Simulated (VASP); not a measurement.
# W (Fm-3m) in VASP: notebook

W is run at these levels: PBE; tasks: single point.

Everything below comes from runs of VASP 6.6.1. Logs are shortened: lines on timing, memory, paths and dates and some standing lists are left out, and cuts for length are marked.

### 1 The cell of the first run

Symmetry: Fm-3m, No. 225, cubic system. Conventional cell: a = 4.060 Å, b = 4.060 Å, c = 4.060 Å, α = 90.00°, β = 90.00°, γ = 90.00°. W (site symmetry m-3m) has 12 W at 2.87 Å within 3.8 Å.

### 2 Single point, PBE

INCAR

```
PREC = Accurate
ENCUT = 520
EDIFF = 1E-7
ISMEAR = 0
SIGMA = 0.05
LREAL = False
LASPH = True
NELM = 80
ALGO = Normal
ISIF = 2
LWAVE = False
LCHARG = False
GGA = PE
NBANDS = 13
```

KPOINTS

```
Automatic mesh
0
Gamma
  12 12 12
```

POSCAR

```
W
1.0
    0.0000000000      2.0300000000      2.0300000000
    2.0300000000      0.0000000000      2.0300000000
    2.0300000000      2.0300000000      0.0000000000
W
1
Direct
    0.0000000000      0.0000000000      0.0000000000
```

Potentials or basis: VASP PAW PBE potentials, release 64 (W_sv).

Started as:

```console
cat potpaw_PBE.64/W_sv/POTCAR > POTCAR
mpirun -np 1 vasp_std > vasp.out
```

OUTCAR:

```text
PREC = Accurate
   ENCUT = 520
   EDIFF = 1E-7
   ISMEAR = 0
   LREAL = False
   LASPH = True
   NELM = 80
   ISIF = 2
   GGA = PE

 ion  position               nearest neighbor table
   1  0.000  0.000  0.000-

  LATTYP: Found a face centered cubic cell.
 ALAT       =     4.0600000000

  Lattice vectors:

 A1 = (   0.0000000000,   2.0300000000,   2.0300000000)
 A2 = (   2.0300000000,   0.0000000000,   2.0300000000)
 A3 = (   2.0300000000,   2.0300000000,   0.0000000000)

Analysis of symmetry for initial positions (statically):
=====================================================================
 Subroutine PRICEL returns:
 Original cell was already a primitive cell.

 Routine SETGRP: Setting up the symmetry group for a
 face centered cubic supercell.

 Subroutine GETGRP returns: Found 48 space group operations
 (whereof 48 operations were pure point group operations)
 out of a pool of 48 trial point group operations.

The static configuration has the point symmetry O_h .

Analysis of symmetry for dynamics (positions and initial velocities):
=====================================================================
 Subroutine PRICEL returns:
 Original cell was already a primitive cell.

 Routine SETGRP: Setting up the symmetry group for a
 face centered cubic supercell.

 Subroutine GETGRP returns: Found 48 space group operations
 (whereof 48 operations were pure point group operations)
 out of a pool of 48 trial point group operations.

The dynamic configuration has the point symmetry O_h .

 Subroutine INISYM returns: Found 48 space group operations
 (whereof 48 operations are pure point group operations),
 and found     1 'primitive' translations

----------------------------------------------------------------------------------------

                                     Primitive cell

  volume of cell :      16.7309

  direct lattice vectors                    reciprocal lattice vectors
     0.000000000  2.030000000  2.030000000    -0.246305419  0.246305419  0.246305419
     2.030000000  0.000000000  2.030000000     0.246305419 -0.246305419  0.246305419
     2.030000000  2.030000000  0.000000000     0.246305419  0.246305419 -0.246305419

  length of vectors
     2.870853532  2.870853532  2.870853532     0.426613499  0.426613499  0.426613499

  position of ions in fractional coordinates (direct lattice)
     0.000000000  0.000000000  0.000000000

  ion indices of the primitive-cell ions
   primitive index   ion index
                 1           1

----------------------------------------------------------------------------------------

 KPOINTS: Automatic mesh

Automatic generation of k-mesh.
 Grid dimensions read from file:
 generate k-points for:   12   12   12

 Generating k-lattice:

  Cartesian coordinates                     Fractional coordinates (reciprocal lattice)
    -0.020525452  0.020525452  0.020525452     0.083333333  0.000000000  0.000000000
     0.020525452 -0.020525452  0.020525452     0.000000000  0.083333333  0.000000000
     0.020525452  0.020525452 -0.020525452     0.000000000  0.000000000  0.083333333

  Length of vectors
     0.035551125  0.035551125  0.035551125

  Shift w.r.t. Gamma in fractional coordinates (k-lattice)
     0.000000000  0.000000000  0.000000000

 Subroutine IBZKPT returns following result:
 ===========================================

 Found     72 irreducible k-points:

 Following reciprocal coordinates:
            Coordinates               Weight
  0.000000  0.000000  0.000000      1.000000
  0.083333  0.000000  0.000000      8.000000
  0.166667  0.000000  0.000000      8.000000
  0.250000  0.000000  0.000000      8.000000
  0.333333  0.000000  0.000000      8.000000
  0.416667  0.000000  0.000000      8.000000
[... 16 lines left out ...]
  0.500000  0.166667  0.000000     24.000000
 -0.416667  0.166667  0.000000     24.000000
 [... further k-points ...]
   k-points           NKPTS =     72   k-points in BZ     NKDIM =     72   number of bands    NBANDS=     13
   number of dos      NEDOS =    301   number of ions     NIONS =      1
   total plane-waves  NPLWV =  13824
   dimension x,y,z NGX =    24 NGY =   24 NGZ =   24
   dimension x,y,z NGXF=    48 NGYF=   48 NGZF=   48
   ions per type =               1
   NGX,Y,Z   is equivalent  to a cutoff of  13.90, 13.90, 13.90 a.u.
   NGXF,Y,Z  is equivalent  to a cutoff of  27.80, 27.80, 27.80 a.u.
 SYSTEM =  unknown system
   PREC   = accura    normal or accurate (medium, high low for compatibility)
   ISTART =      0    job   : 0-new  1-cont  2-samecut
   ICHARG =      2    charge: 1-file 2-atom 10-const
   ISPIN  =      1    spin polarized calculation?
   LNONCOLLINEAR =      F non collinear calculations
   LSORBIT =      F    spin-orbit coupling
   LASPH  =      T    aspherical Exc in radial PAW
   ENCUT  =  520.0 eV  38.22 Ry    6.18 a.u.   5.34  5.34  5.34*2*pi/ulx,y,z
   NELM   =     80;   NELMIN=  2; NELMDL= -5     # of ELM steps
   EDIFF  = 0.1E-06   stopping-criterion for ELM
   LREAL  =      F    real-space projection
   EDIFFG = 0.1E-05   stopping-criterion for IOM
   NSW    =      0    number of steps for IOM
   IBRION =     -1    ionic relax: 0-MD 1-quasi-New 2-CG
   NFREE  =      0    steps in history (QN), initial steepest desc. (CG)
   ISIF   =      2    stress and relaxation
   ISYM   =      2    0-nonsym 1-usesym 2-fastsym
   POTIM  = 0.5000    time-step for ionic-motion
   TEBEG  =    0.0;   TEEND  =   0.0 temperature during run
   PSTRESS=    0.0 pullay stress
   NELECT =      14.0000    total number of electrons
   NUPDOWN=      -1.0000    fix difference up-down
   EMIN   =  10.00;   EMAX   =-10.00  energy-range for DOS
   EFERMI =   0.00;   METHOD = LEGACY
   ISMEAR =     0;   SIGMA  =   0.05  broadening in eV -4-tet -1-fermi 0-gaus
   EFERMI_NEDOS =   21; number of points for ismear=-14 and -15
   IALGO  =     38    algorithm
   IMIX   =      4    mixing-type and parameters
     AMIX     =   0.40;   BMIX     =  1.00
     AMIX_MAG =   1.60;   BMIX_MAG =  1.00
  volume/ion in A,a.u.               =      16.73       112.91
  Fermi-wavevector in a.u.,A,eV,Ry     =   1.542688  2.915258 32.380324  2.379887
  Thomas-Fermi vector in A             =   2.648457
   LORBIT       =      0    0 simple, 1 ext, 2 COOP (PROOUT), +10 PAW based schemes
   GGA     = PE    functional components
   LHFCALC =     F    Hartree Fock is set to
   AEXX    =    0.0000 exact exchange contribution
   IVDW    =     0    specifies the selected vdW correction
   LEPSILON=     F    determine dielectric tensor
   LRPA    =     F    only Hartree local field effects (RPA)
 non-spin polarized calculation
 Gauss-broadening in eV      SIGMA  =   0.05
  energy-cutoff  :      520.00
  volume of cell :       16.73
 maximum number of plane-waves:       464
 NGX is ok and might be reduce to    24
   NGX = 11   NGY = 11   NGZ = 11

 number of electron      14.0000002 magnetization

 Free energy of the ion-electron system (eV)
  ---------------------------------------------------
  ext. energy  EPLUGINS =         0.00000000
  ---------------------------------------------------
  free energy    TOTEN  =       -12.46658084 eV

  energy without entropy =      -12.46409517  energy(sigma->0) =      -12.46533801

 E-fermi :  10.2460     XC(G=0): -13.3268

 val. band max:       10.2291565618   @ k =   0.1667   0.0833   0.0000
 cond. band min:      10.2620968199   @ k =  -0.2500   0.0833   0.0000
 fundamental gap:      0.0329402581
 Fermi energy:        10.2460390969

 k-point     1 :       0.0000    0.0000    0.0000
  band No.  band energies     occupation
      1     -63.4740      2.00000
      2     -27.1296      2.00000
      3     -27.1296      2.00000
      4     -27.1296      2.00000
      5       1.3346      2.00000
      6       9.6956      2.00000
      7       9.6956      2.00000
      8       9.6956      2.00000
      9      12.7375      0.00000
     10      12.7375      0.00000
     11      22.9865      0.00000
     12      28.1112      0.00000
     13      28.1112      0.00000

 k-point     2 :       0.0833    0.0000    0.0000
  band No.  band energies     occupation
      1     -63.4675      2.00000
      2     -27.2061      2.00000
      3     -27.1394      2.00000
      4     -27.1394      2.00000
      5       1.6305      2.00000
      6       9.4726      2.00000
      7       9.8308      2.00000
      8       9.8308      2.00000
      9      12.6188      0.00000
     10      12.6188      0.00000
     11      23.5721      0.00000
     12      26.9331      0.00000
     13      28.6654      0.00000

 k-point     3 :       0.1667    0.0000    0.0000
  band No.  band energies     occupation
      1     -63.4498      2.00000
      2     -27.4116      2.00000
      3     -27.1663      2.00000
      4     -27.1663      2.00000
      5       2.4451      2.00000
      6       8.9968      2.00000
      7      10.1007      1.99996
      8      10.1007      1.99996
      9      12.4770      0.00000
     10      12.4770      0.00000
     11      24.5006      0.00000
     12      25.6976      0.00000
     13      30.2130      0.00000

 k-point     4 :       0.2500    0.0000    0.0000
  band No.  band energies     occupation
      1     -63.4255      2.00000
      2     -27.6839      2.00000
      3     -27.2026      2.00000
      4     -27.2026      2.00000
      5       3.5200      2.00000
      6       8.7041      2.00000
      7      10.1240      1.99944
      8      10.1240      1.99944
      9      12.8266      0.00000
     10      12.8266      0.00000
     11      23.1877      0.00000
     12      26.8049      0.00000
     13      32.4806      0.00000

 k-point     5 :       0.3333    0.0000    0.0000
  band No.  band energies     occupation
      1     -63.4011      2.00000
      2     -27.9474      2.00000
      3     -27.2386      2.00000
      4     -27.2386      2.00000
      5       4.3627      2.00000
      6       9.0941      2.00000
      7       9.8522      2.00000
      8       9.8522      2.00000
      9      13.7375      0.00000
     10      13.7375      0.00000
     11      21.9015      0.00000
     12      25.5437      0.00000
     13      31.8264      0.00000

 k-point     6 :       0.4167    0.0000    0.0000
  band No.  band energies     occupation
      1     -63.3832      2.00000
      2     -28.1352      2.00000
      3     -27.2648      2.00000
      4     -27.2648      2.00000
      5       4.6799      2.00000
      6       9.5849      2.00000
      7       9.5849      2.00000
      8      10.1563      1.98886
      9      14.7088      0.00000
     10      14.7088      0.00000
     11      20.8313      0.00000
     12      23.4033      0.00000
     13      29.5494      0.00000

 k-point     7 :       0.5000    0.0000    0.0000
  band No.  band energies     occupation
      1     -63.3767      2.00000
      2     -28.2029      2.00000
      3     -27.2744      2.00000
      4     -27.2744      2.00000
      5       4.7291      2.00000
      6       9.4823      2.00000
      7       9.4823      2.00000
      8      10.8035      0.00000
      9      15.1425      0.00000
     10      15.1425      0.00000
     11      20.2331      0.00000
     12      22.6142      0.00000
     13      28.6805      0.00000
[... 193 lines left out ...]
 k-point    20 :       0.2500    0.1667    0.0000
  band No.  band energies     occupation
      1     -63.4235      2.00000
      2     -27.5776      2.00000
      3     -27.2744      2.00000
      4     -27.2680      2.00000
      5       3.6765      2.00000
      6       7.9462      2.00000
      7      10.2127      1.65379
      8      11.0154      0.00000
      9      11.6025      0.00000
     10      13.5749      0.00000
     11      25.8985      0.00000
     12      27.4303      0.00000
     13      29.2147      0.00000

 k-point    21 :       0.3333    0.1667    0.0000
  band No.  band energies     occupation
      1     -63.4013      2.00000
      2     -27.7957      2.00000
      3     -27.3182      2.00000
      4     -27.3137      2.00000
      5       4.6833      2.00000
      6       7.7624      2.00000
      7       9.4861      2.00000
      8      11.0151      0.00000
      9      12.8976      0.00000
     10      14.2632      0.00000
     11      24.2193      0.00000
     12      27.3240      0.00000
     13      29.1112      0.00000

 k-point    22 :       0.4167    0.1667    0.0000
  band No.  band energies     occupation
      1     -63.3812      2.00000
      2     -27.9844      2.00000
      3     -27.3800      2.00000
      4     -27.3363      2.00000
      5       5.3746      2.00000
      6       8.0870      2.00000
      7       9.0922      2.00000
      8      10.7432      0.00000
      9      14.5642      0.00000
     10      15.0361      0.00000
     11      22.0034      0.00000
     12      25.6047      0.00000
     13      28.2072      0.00000

 k-point    23 :       0.5000    0.1667    0.0000
  band No.  band energies     occupation
      1     -63.3687      2.00000
      2     -28.0957      2.00000
      3     -27.4375      2.00000
      4     -27.3365      2.00000
      5       5.6210      2.00000
      6       8.2517      2.00000
      7       9.5491      2.00000
      8      10.4690      0.00000
      9      15.2390      0.00000
     10      16.2659      0.00000
     11      19.8906      0.00000
     12      24.8416      0.00000
     13      27.9546      0.00000

 k-point    24 :      -0.4167    0.1667    0.0000
  band No.  band energies     occupation
      1     -63.3671      2.00000
      2     -28.1049      2.00000
      3     -27.4731      2.00000
      4     -27.3142      2.00000
      5       5.7081      2.00000
      6       8.3303      2.00000
      7       9.7594      2.00000
      8      10.3411      0.00719
      9      14.5607      0.00000
     10      16.8770      0.00000
     11      19.8235      0.00000
     12      24.8348      0.00000
     13      27.5586      0.00000

 [... further k-points ...]
[... 5 lines left out ...]
  --------------------------------------------------------------------------------------
  -------------------------------------------------------------------------------------
  Total       -0.4840981     -0.4840981     -0.4840981      0.0000000      0.0000000      0.0000000
  in kB      -46.3581226    -46.3581226    -46.3581226      0.0000000      0.0000000      0.0000000
  external PRESSURE =     -46.3581226 kB  Pullay stress =       0.0000000 kB

 VOLUME and BASIS-vectors are now :
 -----------------------------------------------------------------------------
  energy-cutoff  :      520.00
  volume of cell :       16.73
      direct lattice vectors                 reciprocal lattice vectors
     0.000000000  2.030000000  2.030000000    -0.246305419  0.246305419  0.246305419
     2.030000000  0.000000000  2.030000000     0.246305419 -0.246305419  0.246305419
     2.030000000  2.030000000  0.000000000     0.246305419  0.246305419 -0.246305419

 POSITION                                       TOTAL-FORCE (eV/Angst)
 -----------------------------------------------------------------------------------
      0.00000      0.00000      0.00000         0.000000      0.000000      0.000000
 -----------------------------------------------------------------------------------
    total drift:                                0.000000      0.000000      0.000000

  FREE ENERGIE OF THE ION-ELECTRON SYSTEM (eV)
  ---------------------------------------------------
  free  energy   TOTEN  =       -12.4665808431 eV

  energy  without entropy=      -12.4640951706  energy(sigma->0) =      -12.46533801
```

It took 17 s on 1 thread of Intel Xeon 8259CL, shared host; peak memory 0.15 GiB.

Results:

| Property | Result |
| --- | --- |
| Free energy | -12.4666 eV |
| Pressure | -4.6 GPa |
| Band gap on the k mesh | zero (band 7 reaches 13.17 eV, above the bottom of band 8 at 9.70 eV) |

Levels at points of the mesh, in eV from the Fermi level:
| k point | band 3 | band 4 | band 5 | band 6 | band 7 | band 8 | band 9 | band 10 | band 11 | band 12 |
| --- | --- | --- | --- | --- | --- | --- | --- | --- | --- | --- |
| (0.00, 0.00, 0.00) | -37.38 | -37.38 | -8.91 | -0.55 | -0.55 | -0.55 | 2.49 | 2.49 | 12.74 | 17.87 |
| (0.50, 0.00, 0.00) | -37.52 | -37.52 | -5.52 | -0.76 | -0.76 | 0.56 | 4.90 | 4.90 | 9.99 | 12.37 |
| (0.50, 0.50, 0.00) | -37.76 | -37.76 | -5.37 | -4.42 | 2.92 | 4.86 | 5.60 | 5.60 | 11.56 | 11.56 |

Caveat: spin-orbit coupling is left out, which moves the levels of the heavy elements.

(Continued in part 2 of 2.)
